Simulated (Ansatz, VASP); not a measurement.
# GeCl5 in VASP and in Ansatz

File INCAR:

```
SYSTEM = GeCl5
PREC = Accurate ; ENCUT = 600
EDIFF = 1E-6 ; ISMEAR = 0
SIGMA = 0.1 ; LREAL = .False.
LASPH = .True. ; NELM = 100
ALGO = Normal ; ISIF = 3
LWAVE = .False. ; LCHARG = .False.
GGA = PE ; IBRION = 2
NSW = 100 ; EDIFFG = -0.01
```

Contents of KPOINTS:

```
regular mesh
0
Gamma
  8 8 8
  0 0 0
```

File POSCAR:

```
GeCl5
1.0
    0.0000000000      4.0506131669      4.0506131669
    4.0506131669      0.0000000000      4.0506131669
    4.0506131669      4.0506131669      0.0000000000
Ge Cl
1 5
Direct
    0.0000000000      0.0000000000      0.0000000000
    0.3748891624      0.3748891624      0.8753325129
    0.3748891624      0.8753325129      0.3748891624
    0.8753325129      0.3748891624      0.3748891624
    0.3748891624      0.3748891624      0.3748891624
    0.7500000000      0.7500000000      0.7500000000
```

Input for Ansatz:

```yaml
crystal:
  lattice:
    - [0.0, 4.0506131669, 4.0506131669]
    - [4.0506131669, 0.0, 4.0506131669]
    - [4.0506131669, 4.0506131669, 0.0]
  atoms:
    - { symbol: Ge, position: [0.0, 0.0, 0.0] }
    - { symbol: Cl, position: [0.3748891624, 0.3748891624, 0.8753325129] }
    - { symbol: Cl, position: [0.3748891624, 0.8753325129, 0.3748891624] }
    - { symbol: Cl, position: [0.8753325129, 0.3748891624, 0.3748891624] }
    - { symbol: Cl, position: [0.3748891624, 0.3748891624, 0.3748891624] }
    - { symbol: Cl, position: [0.75, 0.75, 0.75] }
basis:
  ecutwfc: 420
kpoints:
  mp_grid: { grid: [8, 8, 8] }
hamiltonian:
  xc: pbe
scf:
  occupations: { method: gaussian, width: 0.1 }
output:
  forces: true
  stress: true
  eigenvalues: true
  write_density: true
  write_potential: true
  elf: true
  volumetric_format: npy
relax:
  adjacent_minimum: "off"
  f_tol: 0.01
  max_steps: 80
  cell: { stress_tol: 0.05 }
```

Change from the starting cell: species swapped into the Be5Au type (F-43m, No. 216).

Alike in both runs: task relaxation of cell and atoms; functional PBE; k mesh 8 × 8 × 8; occupations gaussian, width 0.1 eV; no spin polarisation.

|  | VASP | Ansatz |
| --- | --- | --- |
| version | VASP 6.6.1 | Ansatz 0.2.0 |
| potentials or method | VASP PAW PBE potentials, release 64 (Ge_d, Cl), cutoff 600 eV | scalar-relativistic, plane waves, PAW |
| valence electrons in the cell | 49 | 49 |

Ansatz gave:

- gap on the k mesh at the Fermi level, each at its own relaxed structure (eV): none
- relaxed volume (Å³/atom): 22.25
- relaxed cell length with the largest relative difference (Å): 5.736

Q: What did VASP give for the same quantities?

A: gap on the k mesh at the Fermi level, each at its own relaxed structure (eV): none; relaxed volume (Å³/atom): 22.22; relaxed cell length with the largest relative difference (Å): 5.734.

A gap of «none» marks a metal or a gap that the smearing closes.
